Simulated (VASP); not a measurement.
# Ti12S in VASP: further runs, part 2 of 2

VASP 6.6.1.

## Step 3: Single point, PBE

Contents of INCAR:

```
SYSTEM = Ti12S
PREC = Accurate
ENCUT = 520
EDIFF = 1E-6
ISMEAR = 0
SIGMA = 0.1
LREAL = .FALSE.
LASPH = .TRUE.
NELM = 60
ALGO = Normal
ISIF = 2
LWAVE = .FALSE.
LCHARG = .FALSE.
LDIPOL = .TRUE.
IDIPOL = 3
DIPOL = 0.5 0.5 0.343
GGA = PE
NBANDS = 87
```

Contents of KPOINTS:

```
Automatic mesh
0
G
  5 6 1
  0 0 0
```

Contents of POSCAR:

```
Ti12S
1.0
    5.8763264168      0.0000000000      0.0000000000
    0.0000000000      4.6504654182      0.0000000000
    0.0000000000      0.0000000000     21.2842241242
Ti S
12 1
Direct
    0.0000000000      0.7500000000      0.1879326198
    0.5000000000      0.7500000000      0.1879326198
    0.2500000000      0.2500000000      0.2277825413
    0.7500000000      0.2500000000      0.2277825413
    0.2500000000      0.7500000000      0.3074823842
    0.7500000000      0.7500000000      0.3074823842
    0.0000000000      0.2500000000      0.3461291950
    0.5000000000      0.2500000000      0.3461291950
    0.0000000000      0.7500000000      0.4220680055
    0.5000000000      0.7500000000      0.4220680055
    0.2500000000      0.2500000000      0.4596937181
    0.7500000000      0.2500000000      0.4596937181
    0.2500000000      0.2500000000      0.5599430573
```

Potentials or basis: VASP PAW PBE potentials, release 64 (Ti_sv, S).

On the command line:

```
cat potpaw_PBE.64/Ti_sv/POTCAR potpaw_PBE.64/S/POTCAR > POTCAR
mpirun -np 1 vasp_std > vasp.out
```

OUTCAR:

```text
SYSTEM = Ti12S
   PREC = Accurate
   ENCUT = 520
   EDIFF = 1E-6
   ISMEAR = 0
   LREAL = .FALSE.
   LASPH = .TRUE.
   NELM = 60
   ISIF = 2
   GGA = PE

 ion  position               nearest neighbor table
   1  0.000  0.750  0.188-   3 2.88   4 2.88   3 2.88   4 2.88
   2  0.500  0.750  0.188-   3 2.88   4 2.88   3 2.88   4 2.88
   3  0.250  0.250  0.228-   5 2.88   5 2.88   1 2.88   1 2.88   2 2.88   2 2.88   8 2.92   7 2.92

   4  0.750  0.250  0.228-   6 2.88   6 2.88   1 2.88   1 2.88   2 2.88   2 2.88   8 2.92   7 2.92

   5  0.250  0.750  0.307-   9 2.85  10 2.85   7 2.87   8 2.87   7 2.87   8 2.87   3 2.88   3 2.88

   6  0.750  0.750  0.307-   9 2.85  10 2.85   7 2.87   8 2.87   7 2.87   8 2.87   4 2.88   4 2.88

   7  0.000  0.250  0.346-  11 2.83  12 2.83   9 2.83   9 2.83   5 2.87   5 2.87   6 2.87   6 2.87
                             3 2.92   4 2.92
   8  0.500  0.250  0.346-  11 2.83  12 2.83  10 2.83  10 2.83   5 2.87   5 2.87   6 2.87   6 2.87
                             3 2.92   4 2.92
   9  0.000  0.750  0.422-   7 2.83   7 2.83   5 2.85   6 2.85  12 2.86  11 2.86  11 2.86  12 2.86

  10  0.500  0.750  0.422-   8 2.83   8 2.83   5 2.85   6 2.85  12 2.86  11 2.86  11 2.86  12 2.86

  11  0.250  0.250  0.460-  13 2.13   8 2.83   7 2.83  10 2.86   9 2.86   9 2.86  10 2.86
  12  0.750  0.250  0.460-   7 2.83   8 2.83   9 2.86  10 2.86   9 2.86  10 2.86
  13  0.250  0.250  0.560-  11 2.13

  LATTYP: Found a simple orthorhombic cell.
 ALAT       =     4.6504654182
 B/A-ratio  =     1.2635996375
 C/A-ratio  =     4.5767944088

  Lattice vectors:

 A1 = (   0.0000000000,  -4.6504654182,   0.0000000000)
 A2 = (   5.8763264168,   0.0000000000,   0.0000000000)
 A3 = (   0.0000000000,   0.0000000000,  21.2842241242)

Analysis of symmetry for initial positions (statically):
=====================================================================
 Subroutine PRICEL returns:
 Original cell was already a primitive cell.

 Routine SETGRP: Setting up the symmetry group for a
 simple orthorhombic supercell.
[... 174 lines left out ...]

 Free energy of the ion-electron system (eV)
  ---------------------------------------------------
  ext. energy  EPLUGINS =         0.00000000
  ---------------------------------------------------
  free energy    TOTEN  =       -93.12159982 eV

  energy without entropy =      -93.04187168  energy(sigma->0) =      -93.08173575

 E-fermi :   0.3688     XC(G=0):  -5.4031

 val. band max:        0.3659801789   @ k =   0.2000   0.5000   0.0000
 cond. band min:       0.3849599031   @ k =   0.4000   0.3333   0.0000
 fundamental gap:      0.0189797242
 Fermi energy:         0.3688175290

 k-point     1 :       0.0000    0.0000    0.0000
  band No.  band energies     occupation
      1     -56.6721      2.00000
      2     -56.6362      2.00000
      3     -56.6275      2.00000
      4     -56.4644      2.00000
      5     -56.4007      2.00000
      6     -56.3886      2.00000
[... 1069 lines left out ...]
     86       0.8494      0.00000
     87       1.0322      0.00000

------------------------ aborting loop because EDIFF is reached ----------------------------------------

 vacuum level on the upper side and lower side of the slab       (xc-potential included)         0.855        -1.169

  FORCE on cell =-STRESS in cart. coord.  units (eV):
  Direction    XX          YY          ZZ          XY          YZ          ZX
  --------------------------------------------------------------------------------------
  -------------------------------------------------------------------------------------
  Total       -5.4166413     -2.6263610     -1.2797592      0.0000000      0.0000000      0.0000000
  in kB      -14.9204012     -7.2344389     -3.5251589      0.0000000      0.0000000      0.0000000
  external PRESSURE =      -8.5599997 kB  Pullay stress =       0.0000000 kB

 VOLUME and BASIS-vectors are now :
 -----------------------------------------------------------------------------
  energy-cutoff  :      520.00
  volume of cell :      581.65
      direct lattice vectors                 reciprocal lattice vectors
     5.876326417  0.000000000  0.000000000     0.170174345  0.000000000  0.000000000
     0.000000000  4.650465418  0.000000000     0.000000000  0.215032241  0.000000000
     0.000000000  0.000000000 21.284224124     0.000000000  0.000000000  0.046983155

 POSITION                                       TOTAL-FORCE (eV/Angst)
 -----------------------------------------------------------------------------------
      0.00000      3.48785      4.00000        -0.023713      0.000000      0.297511
      2.93816      3.48785      4.00000         0.023713     -0.000000      0.297511
      1.46908      1.16262      4.84817         0.000000      0.000000      0.081606
      4.40724      1.16262      4.84817         0.000000      0.000000      0.070983
      1.46908      3.48785      6.54452         0.000000      0.000000     -0.210649
      4.40724      3.48785      6.54452         0.000000      0.000000     -0.440346
      0.00000      1.16262      7.36709        -0.102906      0.000000     -0.138828
      2.93816      1.16262      7.36709         0.102906      0.000000     -0.138828
      0.00000      3.48785      8.98339        -0.129594     -0.000000     -0.139444
      2.93816      3.48785      8.98339         0.129594      0.000000     -0.139444
      1.46908      1.16262      9.78422         0.000000      0.000000     -0.605043
      4.40724      1.16262      9.78422         0.000000      0.000000      1.074153
      1.46908      1.16262     11.91795         0.000000      0.000000     -0.009185
 -----------------------------------------------------------------------------------
    total drift:                                0.000000     -0.000000      0.000790

  FREE ENERGIE OF THE ION-ELECTRON SYSTEM (eV)
  ---------------------------------------------------
  free  energy   TOTEN  =       -93.1215998211 eV

  energy  without entropy=      -93.0418716805  energy(sigma->0) =      -93.08173575

 vacuum level on the upper side and lower side of the slab         6.058         3.976
```

OSZICAR:

```text
N       E                     dE             d eps       ncg     rms          rms(c)
DAV:   1     0.195218572538E+04    0.19522E+04   -0.80394E+04  2424   0.174E+03
DAV:   2     0.182162003036E+03   -0.17700E+04   -0.17429E+04  2215   0.564E+02
DAV:   3    -0.495531716064E+02   -0.23172E+03   -0.22534E+03  3248   0.179E+02
[... 30 lines left out ...]
DAV:  34    -0.931215893118E+02   -0.45657E-05   -0.27335E-07  1328   0.266E-03    0.111E-03
DAV:  35    -0.931215956638E+02   -0.63520E-05   -0.65372E-07  1464   0.251E-03    0.129E-03
DAV:  36    -0.931215976610E+02   -0.19971E-05   -0.18099E-07  1296   0.202E-03    0.109E-03
DAV:  37    -0.931215990951E+02   -0.14341E-05   -0.11062E-07  1320   0.122E-03    0.841E-04
DAV:  38    -0.931215998211E+02   -0.72604E-06   -0.10681E-07  1296   0.154E-03
   1 F= -.93121600E+02 E0= -.93081736E+02  d E =-.797281E-01
```

stdout:

```text
POSCAR found type information on POSCAR TiS
 POSCAR found :  2 types and      13 ions
 scaLAPACK will be used
 LDA part: xc-table for (Slater+PW92), standard interpolation
 POSCAR, INCAR and KPOINTS ok, starting setup
 FFT: planning ... GRIDC
 FFT: planning ... GRID_SOFT
 FFT: planning ... GRID
 WAVECAR not read
 entering main loop
```

Run time: 44 min. Hardware: 1 thread of Intel Xeon Platinum 8259CL at 2.50GHz (Skylake/Cascade Lake), shared host; peak memory 0.82 GiB.

Results:

* Free energy: -93.1216 eV
* Largest force: 1.074 eV/Å
* Band gap on the k mesh: zero (bands 75 and 76 overlap by 0.24 eV)

Forces on the atoms (eV/Å):
```
Ti  -0.024  0.000  0.298
Ti   0.024  0.000  0.298
Ti   0.000  0.000  0.082
Ti   0.000  0.000  0.071
Ti   0.000  0.000 -0.211
Ti   0.000  0.000 -0.440
Ti  -0.103  0.000 -0.139
Ti   0.103  0.000 -0.139
Ti  -0.130  0.000 -0.139
Ti   0.130  0.000 -0.139
Ti   0.000  0.000 -0.605
Ti   0.000  0.000  1.074
S    0.000  0.000 -0.009
```

Levels at points of the mesh, in eV from the Fermi level:
```
           k point  band 72  band 73  band 74  band 75  band 76  band 77
(0.00, 0.00, 0.00)    -0.54    -0.45    -0.17     0.14     0.34     0.34
(0.00, 0.50, 0.00)    -0.40    -0.14    -0.12     0.04     0.19     0.26
```
